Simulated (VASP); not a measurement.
## LaMgAu: single point with r2SCAN

LaMgAu:

```
CELL_PARAMETERS angstrom
5.69929 0.02555 0.42246
-0.12688 7.11667 -0.64299
-0.25877 -0.52466 5.78856
ATOMIC_POSITIONS crystal
La 0.27020 0.76086 0.11483
La 0.72682 0.33521 0.36469
La 0.73468 0.87639 0.48688
Mg 0.11321 0.33875 0.98057
Mg 0.48778 0.10759 0.92547
Mg 0.63891 0.46447 0.89538
Au 0.22833 0.18074 0.44268
Au 0.29167 0.55904 0.56919
Au 0.77935 0.82840 0.97293
```

```
Program             : VASP 6.6.1
Task                : single point
Functional          : r2SCAN
Potentials or basis : VASP PAW PBE potentials, release 64 (La, Mg, Au)
Cutoff              : 520 eV
k mesh              : 3 × 3 × 3, shifted
Occupations         : fermi-dirac, width 0.1 eV
Spin                : no spin polarisation
```

```
Pressure               : 3.0 GPa
Largest force          : 1.265 eV/Å
Band gap on the k mesh : zero (bands 36 and 37 overlap by 0.12 eV)
```

Forces on the atoms (eV/Å):
```
La  -1.006  0.346  0.351
La   0.045  0.055  0.821
La   0.546 -0.271  0.267
Mg  -0.051 -0.535 -0.899
Mg   0.030 -0.265 -0.403
Mg   0.393  0.793 -0.334
Au  -0.025 -1.264 -0.045
Au  -0.087  0.992  0.217
Au   0.156  0.148  0.025
```

Stress tensor (GPa, compression positive):
```
 1.44 -0.80 -2.68
-0.80  5.20  0.02
-2.68  0.02  2.26
```

Levels at points of the mesh, in eV from the Fermi level:
```tsv
k point	band 33	band 34	band 35	band 36	band 37	band 38	band 39	band 40
(0.50, 0.50, 0.50)	-1.88	-0.89	-0.76	0.00	0.18	0.37	0.59	0.89
```

Run time: 34 min on 1 thread of AMD EPYC 7R13, on a shared host, peak memory 0.43 GiB.

Caveat: the k points lie up to 0.37 Å⁻¹ apart; the PAW data sets were made with another functional, which shifts forces and pressure a little; spin-orbit coupling is left out, which moves the levels of the heavy elements.
